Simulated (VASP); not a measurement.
# Pt (Im-3m) in VASP: notebook

Aim: see how the results for Pt move with the level of theory and the settings. Levels: LDA, PBEsol. Tasks: single point.

All numbers are computed with VASP 6.6.1; they aren't measurements. Logs are shortened: lines on timing, memory, paths and dates and some standing lists are left out, and cuts for length are marked.

### Step 1. The cell of the first run

Symmetry: Im-3m, No. 229, cubic system. Conventional cell: a = 3.104 Å, b = 3.104 Å, c = 3.104 Å, α = 90.00°, β = 90.00°, γ = 90.00°. Pt (site symmetry m-3m) has 14 Pt at 2.69 to 3.10 Å within 3.5 Å.

### Step 2. Single point, LDA

INCAR

```
PREC = Accurate ; ENCUT = 520
EDIFF = 1E-7 ; ISMEAR = -1
SIGMA = 0.05 ; LREAL = F
LASPH = T ; NELM = 60
ALGO = Normal ; ISIF = 2
LWAVE = F ; LCHARG = F
NBANDS = 11
```

KPOINTS

```
regular mesh
0
Gamma
  12 12 12
```

POSCAR

```
Pt
1.0
   -1.5518799051      1.5518799051      1.5518799051
    1.5518799051     -1.5518799051      1.5518799051
    1.5518799051      1.5518799051     -1.5518799051
Pt
1
Direct
    0.0000000000      0.0000000000      0.0000000000
```

Potentials or basis: VASP PAW LDA potentials, release 64 (Pt).

The run is started by

```
$ cat potpaw_LDA.64/Pt/POTCAR > POTCAR
$ mpirun -np 1 vasp_std > vasp.out
```

OUTCAR:

```text
PREC = Accurate
   ENCUT = 520
   EDIFF = 1E-7
   ISMEAR = -1
   LREAL = F
   LASPH = T
   NELM = 60
   ISIF = 2

 ion  position               nearest neighbor table
   1  0.000  0.000  0.000-

  LATTYP: Found a body centered cubic cell.
 ALAT       =     3.1037598102

  Lattice vectors:

 A1 = (  -1.5518799051,   1.5518799051,   1.5518799051)
 A2 = (   1.5518799051,  -1.5518799051,   1.5518799051)
 A3 = (   1.5518799051,   1.5518799051,  -1.5518799051)

Analysis of symmetry for initial positions (statically):
=====================================================================
 Subroutine PRICEL returns:
 Original cell was already a primitive cell.

 Routine SETGRP: Setting up the symmetry group for a
 body centered cubic supercell.

 Subroutine GETGRP returns: Found 48 space group operations
[... 9 lines left out ...]

 Routine SETGRP: Setting up the symmetry group for a
 body centered cubic supercell.

 Subroutine GETGRP returns: Found 48 space group operations
[... 11 lines left out ...]
                                     Primitive cell

  volume of cell :      14.9498

  direct lattice vectors                    reciprocal lattice vectors
    -1.551879905  1.551879905  1.551879905     0.000000000  0.322189880  0.322189880
     1.551879905 -1.551879905  1.551879905     0.322189880  0.000000000  0.322189880
     1.551879905  1.551879905 -1.551879905     0.322189880  0.322189880  0.000000000

  length of vectors
     2.687934843  2.687934843  2.687934843     0.455645298  0.455645298  0.455645298

  position of ions in fractional coordinates (direct lattice)
     0.000000000  0.000000000  0.000000000

  ion indices of the primitive-cell ions
   primitive index   ion index
                 1           1

----------------------------------------------------------------------------------------

 KPOINTS: regular mesh

Automatic generation of k-mesh.
 Grid dimensions read from file:
 generate k-points for:   12   12   12

 Generating k-lattice:

  Cartesian coordinates                     Fractional coordinates (reciprocal lattice)
     0.000000000  0.026849157  0.026849157     0.083333333  0.000000000  0.000000000
     0.026849157  0.000000000  0.026849157     0.000000000  0.083333333  0.000000000
     0.026849157  0.026849157  0.000000000     0.000000000  0.000000000  0.083333333

  Length of vectors
     0.037970441  0.037970441  0.037970441

  Shift w.r.t. Gamma in fractional coordinates (k-lattice)
     0.000000000  0.000000000  0.000000000

 Subroutine IBZKPT returns following result:
 ===========================================

 Found     72 irreducible k-points:

 Following reciprocal coordinates:
            Coordinates               Weight
  0.000000  0.000000  0.000000      1.000000
  0.083333  0.000000  0.000000     12.000000
  0.166667  0.000000  0.000000     12.000000
  0.250000  0.000000  0.000000     12.000000
  0.333333  0.000000  0.000000     12.000000
  0.416667  0.000000  0.000000     12.000000
[... 16 lines left out ...]
  0.333333  0.083333  0.083333     24.000000
  0.416667  0.083333  0.083333     12.000000
 [... further k-points ...]
   k-points           NKPTS =     72   k-points in BZ     NKDIM =     72   number of bands    NBANDS=     11
   number of dos      NEDOS =    301   number of ions     NIONS =      1
   total plane-waves  NPLWV =   8000
   dimension x,y,z NGX =    20 NGY =   20 NGZ =   20
   dimension x,y,z NGXF=    40 NGYF=   40 NGZF=   40
   ions per type =               1
   NGX,Y,Z   is equivalent  to a cutoff of  12.37, 12.37, 12.37 a.u.
   NGXF,Y,Z  is equivalent  to a cutoff of  24.74, 24.74, 24.74 a.u.
 SYSTEM =  unknown system
   PREC   = accura    normal or accurate (medium, high low for compatibility)
   ISTART =      0    job   : 0-new  1-cont  2-samecut
   ICHARG =      2    charge: 1-file 2-atom 10-const
   ISPIN  =      1    spin polarized calculation?
   LNONCOLLINEAR =      F non collinear calculations
   LSORBIT =      F    spin-orbit coupling
   LASPH  =      T    aspherical Exc in radial PAW
   ENCUT  =  520.0 eV  38.22 Ry    6.18 a.u.   5.00  5.00  5.00*2*pi/ulx,y,z
   NELM   =     60;   NELMIN=  2; NELMDL= -5     # of ELM steps
   EDIFF  = 0.1E-06   stopping-criterion for ELM
   LREAL  =      F    real-space projection
   EDIFFG = 0.1E-05   stopping-criterion for IOM
   NSW    =      0    number of steps for IOM
   IBRION =     -1    ionic relax: 0-MD 1-quasi-New 2-CG
   NFREE  =      0    steps in history (QN), initial steepest desc. (CG)
   ISIF   =      2    stress and relaxation
   ISYM   =      2    0-nonsym 1-usesym 2-fastsym
   POTIM  = 0.5000    time-step for ionic-motion
   TEBEG  =    0.0;   TEEND  =   0.0 temperature during run
   PSTRESS=    0.0 pullay stress
   NELECT =      10.0000    total number of electrons
   NUPDOWN=      -1.0000    fix difference up-down
   EMIN   =  10.00;   EMAX   =-10.00  energy-range for DOS
   EFERMI =   0.00;   METHOD = LEGACY
   ISMEAR =    -1;   SIGMA  =   0.05  broadening in eV -4-tet -1-fermi 0-gaus
   EFERMI_NEDOS =   21; number of points for ismear=-14 and -15
   IALGO  =     38    algorithm
   IMIX   =      4    mixing-type and parameters
     AMIX     =   0.40;   BMIX     =  1.00
     AMIX_MAG =   1.60;   BMIX_MAG =  1.00
  volume/ion in A,a.u.               =      14.95       100.89
  Fermi-wavevector in a.u.,A,eV,Ry     =   1.431737  2.705592 27.890204  2.049872
  Thomas-Fermi vector in A             =   2.551441
   LORBIT       =      0    0 simple, 1 ext, 2 COOP (PROOUT), +10 PAW based schemes
   GGA     = CA    functional components
   LHFCALC =     F    Hartree Fock is set to
   AEXX    =    0.0000 exact exchange contribution
   IVDW    =     0    specifies the selected vdW correction
   LEPSILON=     F    determine dielectric tensor
   LRPA    =     F    only Hartree local field effects (RPA)
 non-spin polarized calculation
  energy-cutoff  :      520.00
  volume of cell :       14.95
 maximum number of plane-waves:       420
   NGX =  9   NGY =  9   NGZ =  9

 number of electron      10.0000000 magnetization

 Free energy of the ion-electron system (eV)
  ---------------------------------------------------
  ext. energy  EPLUGINS =         0.00000000
  ---------------------------------------------------
  free energy    TOTEN  =        -7.40757884 eV

  energy without entropy =       -7.40198085  energy(sigma->0) =       -7.40477985

 E-fermi :  10.9979     XC(G=0): -13.7328

 val. band max:       10.9414511210   @ k =   0.5000   0.5000   0.4167
 cond. band min:      11.0432887649   @ k =  -0.4167  -0.4167   0.1667
 fundamental gap:      0.1018376439
 Fermi energy:        10.9978676520

 k-point     1 :       0.0000    0.0000    0.0000
  band No.  band energies     occupation
      1       0.9760      2.00000
      2       7.2634      2.00000
      3       7.2634      2.00000
      4       7.2634      2.00000
      5      10.0146      2.00000
      6      10.0146      2.00000
      7      28.1184      0.00000
      8      28.1184      0.00000
      9      28.1184      0.00000
     10      38.9312      0.00000
     11      38.9312      0.00000

 k-point     2 :       0.0833    0.0000    0.0000
  band No.  band energies     occupation
      1       1.2729      2.00000
      2       7.1426      2.00000
      3       7.2605      2.00000
      4       7.5085      2.00000
      5       9.8599      2.00000
      6      10.0229      2.00000
      7      28.2608      0.00000
      8      28.4031      0.00000
      9      28.5672      0.00000
     10      36.1008      0.00000
     11      36.7559      0.00000

 k-point     3 :       0.1667    0.0000    0.0000
  band No.  band energies     occupation
      1       2.0979      2.00000
      2       6.8272      2.00000
      3       7.2283      2.00000
      4       8.2193      2.00000
      5       9.5935      2.00000
      6      10.0566      2.00000
      7      28.2417      0.00000
      8      28.3623      0.00000
      9      29.8457      0.00000
     10      34.2777      0.00000
     11      34.3696      0.00000

 k-point     4 :       0.2500    0.0000    0.0000
  band No.  band energies     occupation
      1       3.1707      2.00000
      2       6.4261      2.00000
      3       7.3073      2.00000
      4       9.3118      2.00000
      5       9.5349      2.00000
      6      10.1302      2.00000
      7      26.0903      0.00000
      8      27.2235      0.00000
      9      31.7691      0.00000
     10      33.5169      0.00000
     11      34.2991      0.00000

 k-point     5 :       0.3333    0.0000    0.0000
  band No.  band energies     occupation
      1       3.8644      2.00000
      2       6.0540      2.00000
      3       8.1263      2.00000
      4       9.7197      2.00000
      5      10.2381      2.00000
      6      10.6080      1.99918
      7      22.6580      0.00000
      8      25.7771      0.00000
      9      30.4838      0.00000
     10      34.0384      0.00000
     11      35.2718      0.00000
[... 211 lines left out ...]
 k-point    21 :       0.1667    0.0833    0.0833
  band No.  band energies     occupation
      1       3.6878      2.00000
      2       6.3420      2.00000
      3       6.6159      2.00000
      4       9.7376      2.00000
      5      10.0619      2.00000
      6      10.3668      1.99999
      7      26.1288      0.00000
      8      27.1012      0.00000
      9      28.5723      0.00000
     10      30.6934      0.00000
     11      37.6166      0.00000

 k-point    22 :       0.2500    0.0833    0.0833
  band No.  band energies     occupation
      1       4.4291      2.00000
      2       6.0046      2.00000
      3       7.1532      2.00000
      4       9.8154      2.00000
      5      10.2398      2.00000
      6      11.9644      0.00000
      7      22.4458      0.00000
      8      25.7001      0.00000
      9      27.2291      0.00000
     10      32.6312      0.00000
     11      38.0830      0.00000

 k-point    23 :       0.3333    0.0833    0.0833
  band No.  band energies     occupation
      1       4.5008      2.00000
      2       5.7860      2.00000
      3       8.4858      2.00000
      4       9.9406      2.00000
      5      10.3604      1.99999
      6      13.5866      0.00000
      7      19.1632      0.00000
      8      24.6999      0.00000
      9      26.0099      0.00000
     10      34.7206      0.00000
     11      36.5137      0.00000

 k-point    24 :       0.4167    0.0833    0.0833
  band No.  band energies     occupation
      1       4.4566      2.00000
      2       5.7106      2.00000
      3       9.2793      2.00000
      4       9.9678      2.00000
      5      10.4044      1.99999
      6      14.6105      0.00000
      7      17.4360      0.00000
      8      24.3426      0.00000
      9      25.4641      0.00000
     10      35.8019      0.00000
     11      35.9184      0.00000

 [... further k-points ...]
[... 5 lines left out ...]
  --------------------------------------------------------------------------------------
  -------------------------------------------------------------------------------------
  Total       -0.0077414     -0.0077414     -0.0077414      0.0000000      0.0000000      0.0000000
  in kB       -0.8296493     -0.8296493     -0.8296493      0.0000000      0.0000000      0.0000000
  external PRESSURE =      -0.8296493 kB  Pullay stress =       0.0000000 kB

 VOLUME and BASIS-vectors are now :
 -----------------------------------------------------------------------------
  energy-cutoff  :      520.00
  volume of cell :       14.95
      direct lattice vectors                 reciprocal lattice vectors
    -1.551879905  1.551879905  1.551879905     0.000000000  0.322189880  0.322189880
     1.551879905 -1.551879905  1.551879905     0.322189880  0.000000000  0.322189880
     1.551879905  1.551879905 -1.551879905     0.322189880  0.322189880  0.000000000

 POSITION                                       TOTAL-FORCE (eV/Angst)
 -----------------------------------------------------------------------------------
      0.00000      0.00000      0.00000        -0.000000     -0.000000     -0.000000
 -----------------------------------------------------------------------------------
    total drift:                                0.000000     -0.000000     -0.000000

  FREE ENERGIE OF THE ION-ELECTRON SYSTEM (eV)
  ---------------------------------------------------
  free  energy   TOTEN  =        -7.4075788445 eV

  energy  without entropy=       -7.4019808463  energy(sigma->0) =       -7.40477985
```

It took 10 s on 1 thread of AMD EPYC 7R43 (Zen 3), shared host; peak memory 0.09 GiB.

Results:

| Item | Value |
| --- | --- |
| Free energy | -7.4076 eV |
| Pressure | -0.1 GPa |
| Band gap on the k mesh | zero (band 5 reaches 12.21 eV, above the bottom of band 6 at 9.84 eV) |

Caveat: spin-orbit coupling is left out, which moves the levels of the heavy elements.

[end of part 1 of 2]
